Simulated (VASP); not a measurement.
# FePb2O5 (F-43m) in VASP: single point with PBE

Aim: the single point of FePb2O5 with PBE.

All numbers are computed with VASP 6.6.1; they aren't measurements. Logs are shortened: lines on timing, memory, paths and dates and some standing lists are left out, and cuts for length are marked.

### 1 The cell of the first run

Symmetry: F-43m, No. 216, cubic system. The conventional cell has a = 8.468 Å, b = 8.468 Å, c = 8.468 Å, α = 90.00°, β = 90.00°, γ = 90.00°. Within 2.2 Å of Fe (site symmetry -43m) lie 4 O at 1.64 Å. Within 4.6 Å of Pb (site symmetry -43m) lie 18 O at 3.48 to 4.23 Å and 4 Pb at 3.67 Å and 4 Fe at 3.67 Å. Pb (site symmetry -43m) has 16 O at 3.55 to 3.67 Å and 4 Pb at 3.67 Å and 6 Fe at 4.23 Å within 4.7 Å. Within 2.7 Å of O (site symmetry -43m) lie 4 O at 2.02 Å. Within 2.2 Å of O (site symmetry 3m) lie 1 Fe at 1.64 Å and 1 O at 2.02 Å.

### 2 Single point, PBE, collinear spin, ferromagnetic start

File INCAR:

```
  ALGO = Normal
  EDIFF = 1E-6
  ENCUT = 520
  GGA = PE
  ISIF = 2
  ISMEAR = 0
  ISPIN = 2
  LASPH = T
  LCHARG = T
  LELF = T
  LMAXMIX = 4
  LORBIT = 11
  LREAL = F
  LVHAR = T
  LWAVE = F
  MAGMOM = 4 0 0 0 0 0 0 0
  NBANDS = 47
  NELM = 150
  PREC = Accurate
  SIGMA = 0.15
```

File KPOINTS:

```
k-points
0
Gamma
  3 3 3
```

File POSCAR:

```
FePb2O5
1.0
    0.0000000000      4.2341447301      4.2341447301
    4.2341447301      0.0000000000      4.2341447301
    4.2341447301      4.2341447301      0.0000000000
Fe Pb O
1 2 5
Direct
    0.5000000000      0.5000000000      0.5000000000
    0.7500000000      0.7500000000      0.7500000000
    0.0000000000      0.0000000000      0.0000000000
    0.2500000000      0.2500000000      0.2500000000
    0.3879872487      0.3879872487      0.3879872487
    0.3879872487      0.3879872487      0.8360382538
    0.3879872487      0.8360382538      0.3879872487
    0.8360382538      0.3879872487      0.3879872487
```

Potentials or basis: VASP PAW PBE potentials, release 64 (Fe, Pb_d, O).

On the command line:

```sh
cat potpaw_PBE.64/Fe/POTCAR potpaw_PBE.64/Pb_d/POTCAR potpaw_PBE.64/O/POTCAR > POTCAR
mpirun -np 1 vasp_std > vasp.out
```

OUTCAR:

```text
EDIFF = 1E-6
   ENCUT = 520
   GGA = PE
   ISIF = 2
   ISMEAR = 0
   ISPIN = 2
   LASPH = T
   LORBIT = 11
   LREAL = F
   NELM = 150
   PREC = Accurate

 ion  position               nearest neighbor table
   1  0.500  0.500  0.500-   6 1.64   7 1.64   8 1.64   5 1.64
   2  0.750  0.750  0.750-   3 3.67   3 3.67   3 3.67   3 3.67
   3  0.000  0.000  0.000-   2 3.67   2 3.67   2 3.67   2 3.67
   4  0.250  0.250  0.250-
   5  0.388  0.388  0.388-   1 1.64
   6  0.388  0.388  0.836-   1 1.64
   7  0.388  0.836  0.388-   1 1.64
   8  0.836  0.388  0.388-   1 1.64

  LATTYP: Found a face centered cubic cell.
 ALAT       =     8.4682894602

  Lattice vectors:

 A1 = (   0.0000000000,   4.2341447301,   4.2341447301)
 A2 = (   4.2341447301,   0.0000000000,   4.2341447301)
 A3 = (   4.2341447301,   4.2341447301,   0.0000000000)

Analysis of symmetry for initial positions (statically):
=====================================================================
 Subroutine PRICEL returns:
 Original cell was already a primitive cell.

 Routine SETGRP: Setting up the symmetry group for a
 face centered cubic supercell.

 Subroutine GETGRP returns: Found 24 space group operations
 (whereof 24 operations were pure point group operations)
 out of a pool of 48 trial point group operations.

The static configuration has the point symmetry T_d .

Analysis of symmetry for dynamics (positions and initial velocities):
=====================================================================
 Subroutine PRICEL returns:
 Original cell was already a primitive cell.

 Routine SETGRP: Setting up the symmetry group for a
 face centered cubic supercell.

 Subroutine GETGRP returns: Found 24 space group operations
 (whereof 24 operations were pure point group operations)
 out of a pool of 48 trial point group operations.

The dynamic configuration has the point symmetry T_d .

Analysis of structural, dynamic, and magnetic symmetry:
=====================================================================
 Subroutine PRICEL returns:
 Original cell was already a primitive cell.

 Routine SETGRP: Setting up the symmetry group for a
 face centered cubic supercell.

 Subroutine GETGRP returns: Found 24 space group operations
 (whereof 24 operations were pure point group operations)
 out of a pool of 48 trial point group operations.

The overall configuration has the point symmetry T_d .

[... 131 lines left out ...]

 Free energy of the ion-electron system (eV)
  ---------------------------------------------------
  ext. energy  EPLUGINS =         0.00000000
  ---------------------------------------------------
  free energy    TOTEN  =       -39.28667183 eV

  energy without entropy =      -39.16494178  energy(sigma->0) =      -39.22580680

 E-fermi :   2.7578     XC(G=0):  -9.2337

 val. band max:        2.7570818060   @ k =  -0.3333   0.3333   0.0000
 cond. band min:       2.7757484118   @ k =  -0.3333   0.3333   0.0000
 fundamental gap:      0.0186666058
 Fermi energy:         2.7577796652

 spin component 1

 k-point     1 :       0.0000    0.0000    0.0000
  band No.  band energies     occupation
      1     -16.2076      1.00000
      2     -15.1172      1.00000
      3     -15.1172      1.00000
      4     -15.1172      1.00000
      5     -14.8125      1.00000
      6     -14.8125      1.00000
[... 181 lines left out ...]
     44      10.5280      0.00000
     45      11.1225      0.00000
 Fermi energy:         2.7577796652

 spin component 2

 k-point     1 :       0.0000    0.0000    0.0000
  band No.  band energies     occupation
      1     -16.2071      1.00000
      2     -15.1176      1.00000
      3     -15.1176      1.00000
      4     -15.1176      1.00000
      5     -14.8124      1.00000
      6     -14.8124      1.00000
[... 181 lines left out ...]
     44      10.5280      0.00000
     45      11.1220      0.00000
 [bands above 45 left out]

------------------------ aborting loop because EDIFF is reached ----------------------------------------

  FORCE on cell =-STRESS in cart. coord.  units (eV):
  Direction    XX          YY          ZZ          XY          YZ          ZX
  --------------------------------------------------------------------------------------
  -------------------------------------------------------------------------------------
  Total        0.0039259      0.0039259      0.0039259      0.0000000      0.0000000     -0.0000000
  in kB        0.0414303      0.0414303      0.0414303      0.0000000      0.0000000     -0.0000000
  external PRESSURE =       0.0414303 kB  Pullay stress =       0.0000000 kB

 VOLUME and BASIS-vectors are now :
 -----------------------------------------------------------------------------
  energy-cutoff  :      520.00
  volume of cell :      151.82
      direct lattice vectors                 reciprocal lattice vectors
     0.000000000  4.234144730  4.234144730    -0.118087603  0.118087603  0.118087603
     4.234144730  0.000000000  4.234144730     0.118087603 -0.118087603  0.118087603
     4.234144730  4.234144730  0.000000000     0.118087603  0.118087603 -0.118087603

 POSITION                                       TOTAL-FORCE (eV/Angst)
 -----------------------------------------------------------------------------------
      4.23414      4.23414      4.23414         0.000000      0.000000      0.000000
      6.35122      6.35122      6.35122         0.000000      0.000000      0.000000
      0.00000      0.00000      0.00000         0.000000      0.000000      0.000000
      2.11707      2.11707      2.11707         0.000000      0.000000      0.000000
      3.28559      3.28559      3.28559        -0.434722     -0.434722     -0.434722
      5.18270      5.18270      3.28559         0.434722      0.434722     -0.434722
      5.18270      3.28559      5.18270         0.434722     -0.434722      0.434722
      3.28559      5.18270      5.18270        -0.434722      0.434722      0.434722
 -----------------------------------------------------------------------------------
    total drift:                               -0.000000     -0.000000     -0.000000

  FREE ENERGIE OF THE ION-ELECTRON SYSTEM (eV)
  ---------------------------------------------------
  free  energy   TOTEN  =       -39.2866718251 eV

  energy  without entropy=      -39.1649417753  energy(sigma->0) =      -39.22580680

 total charge

# of ion       s       p       d       tot
------------------------------------------
    1        0.675   1.045   6.632   8.353
    2        1.444   0.479   9.815  11.738
    3        1.438   0.479   9.812  11.729
    4        1.646   3.001   0.000   4.646
    5        1.618   3.247   0.000   4.865
    6        1.618   3.247   0.000   4.865
    7        1.618   3.247   0.000   4.865
    8        1.618   3.247   0.000   4.865
--------------------------------------------------
tot         11.676  17.993  26.259  55.927

 magnetization (x)

# of ion       s       p       d       tot
------------------------------------------
    1        0.000  -0.000  -0.013  -0.013
    2       -0.000   0.000  -0.000   0.000
    3       -0.000   0.000   0.000  -0.000
    4        0.000   0.003   0.000   0.003
    5        0.000  -0.000   0.000  -0.000
    6        0.000  -0.000   0.000  -0.000
    7        0.000  -0.000   0.000  -0.000
    8        0.000  -0.000   0.000  -0.000
--------------------------------------------------
tot          0.000   0.003  -0.013  -0.010
```

stdout:

```text
POSCAR found type information on POSCAR FePbO
 POSCAR found :  3 types and       8 ions
 scaLAPACK will be used
 LDA part: xc-table for (Slater+PW92), standard interpolation
 POSCAR, INCAR and KPOINTS ok, starting setup
 FFT: planning ... GRIDC
 FFT: planning ... GRID_SOFT
 FFT: planning ... GRID
 WAVECAR not read
 entering main loop
```

It took 2 min on 1 thread of Intel Xeon Platinum 8488C (Sapphire Rapids), shared host; peak memory 0.42 GiB.

What came out:

* Free energy: -39.2867 eV
* Pressure: 0.0 GPa
* Largest force: 0.753 eV/Å
* Band gap on the k mesh: zero (filled and empty bands overlap)
* Net moment: -0.01 μB per cell
* Valence electrons inside the program's atomic spheres: Fe 8.35; Pb 11.74, 11.73; O 4.65, 4.87

Forces in eV/Å, atoms in the order of the input:
```
Fe   0.000  0.000  0.000
Pb   0.000  0.000  0.000
Pb   0.000  0.000  0.000
O    0.000  0.000  0.000
O   -0.435 -0.435 -0.435
O    0.435  0.435 -0.435
O    0.435 -0.435  0.435
O   -0.435  0.435  0.435
```

Caveat: the k points lie up to 0.43 Å⁻¹ apart; the starting moments collapsed, and a magnetic state may lie lower; spin-orbit coupling is left out, which moves the levels of the heavy elements; semilocal functionals often make such compounds metallic where correlation or magnetic order opens a gap, which also shifts bond lengths. With open d or f shells a metallic result of PBE can be an artefact of self-interaction; +U or a hybrid may open a gap.
